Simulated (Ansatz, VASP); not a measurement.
**One calculation of Ta4O, two programs**

INCAR

```
SYSTEM = Ta4O
ALGO = Normal ; EDIFF = 1E-6
ENCUT = 520 ; GGA = PS
ISIF = 2 ; ISMEAR = 0
LASPH = .True. ; LCHARG = .False.
LREAL = .False. ; LWAVE = .False.
NBANDS = 33 ; NELM = 100
PREC = Accurate ; SIGMA = 0.15
```

Contents of KPOINTS:

```
k-points
0
Gamma
  14 14 8
  0 0 0
```

POSCAR

```
Ta4O
1.0
    3.2109380109      0.0000000000      0.0000000000
    0.0000000000      3.2109380109      0.0000000000
    0.0000000000      0.0000000000      7.7090825455
Ta O
4 1
Direct
    0.0000000000      0.0000000000      0.5000000000
    0.5000000000      0.5000000000      0.7827832025
    0.5000000000      0.5000000000      0.2172167975
    0.0000000000      0.0000000000      0.0000000000
    0.5000000000      0.5000000000      0.5000000000
```

Input for Ansatz:

```yaml
crystal:
  lattice:
    - [3.2109380109, 0.0, 0.0]
    - [0.0, 3.2109380109, 0.0]
    - [0.0, 0.0, 7.7090825455]
  atoms:
    - { symbol: Ta, position: [0.0, 0.0, 0.5] }
    - { symbol: Ta, position: [0.5, 0.5, 0.7827832025] }
    - { symbol: Ta, position: [0.5, 0.5, 0.2172167975] }
    - { symbol: Ta, position: [0.0, 0.0, 0.0] }
    - { symbol: O, position: [0.5, 0.5, 0.5] }
basis:
  ecutwfc: 420
kpoints:
  mp_grid: { grid: [14, 14, 8] }
hamiltonian:
  xc: pbesol
scf:
  occupations: { method: gaussian, width: 0.15 }
output:
  forces: true
  stress: true
  eigenvalues: true
  write_density: true
  write_potential: true
  elf: true
  volumetric_format: npy
```

Change from the starting cell: strain +0.0500 x Voigt [0, 0, 1, 0, 0, 0], atoms carried along.

Alike in both runs: task single point; functional PBEsol; k mesh 14 × 14 × 8; occupations gaussian, width 0.15 eV; no spin polarisation.

```csv
,VASP,Ansatz
version,VASP 6.6.1,Ansatz 0.2.0
potentials or method,"VASP PAW PBE potentials, release 64 (Ta_pv, O), cutoff 520 eV","scalar-relativistic, plane waves, PAW"
valence electrons in the cell,50,58
```

|  | VASP | Ansatz | Ansatz less VASP |
| --- | --- | --- | --- |
| gap on the k mesh at the Fermi level (eV) | none | none | - |
| pressure (GPa) | -10.6 | -10.9 | -0.25 |
| traceless stress, the component that is largest in VASP (GPa) | -5.84 | -5.92 | -0.074 |
| rms of the force components (eV/Å) | 0.132 | 0.142 | +0.0099 |

VASP's potentials were made for PBE, not for PBEsol. Atom by atom the forces differ by 0.010 eV/Å (rms over components). A gap of «none» marks a metal or a gap that the smearing closes. VASP's potentials hold 50 valence electrons a cell and Ansatz's 58, so a difference there can come from the potentials and not from the codes.

Neither program's run includes spin-orbit coupling.
